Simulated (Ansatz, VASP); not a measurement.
## ReBi: VASP beside Ansatz

```
Re Bi
1.0
     2.86408    0.00000    0.00000
     0.00000    2.86408    0.00000
     0.00000    0.00000    2.86408
Re Bi
1 1
Cartesian
  0.0000 0.0000 0.0000
  1.4320 1.4320 1.4320
```

Change from the starting cell: volume scaled by 0.6, LAPW.

Alike in both runs: task single point; functional PBE; k mesh 11 × 11 × 11; occupations fermi-dirac, width 0.05 eV; no spin polarisation.

|  | VASP | Ansatz |
| --- | --- | --- |
| version | VASP 6.6.1 | Ansatz 0.2.0 |
| potentials or method | VASP PAW PBE potentials, release 64 (Re, Bi_d), cutoff 520 eV | all-electron LAPW, scalar-relativistic |

```csv
,VASP,Ansatz,Ansatz less VASP
pressure (GPa),285.8,274.5,-11.25
```

Both programs put the cell under a high pressure, so it lies far from rest at this level. Ansatz ran all-electron here, and VASP with PAW potentials.

Neither program's run includes spin-orbit coupling. Noted on VASP's run: the cell as given lies far from equilibrium.
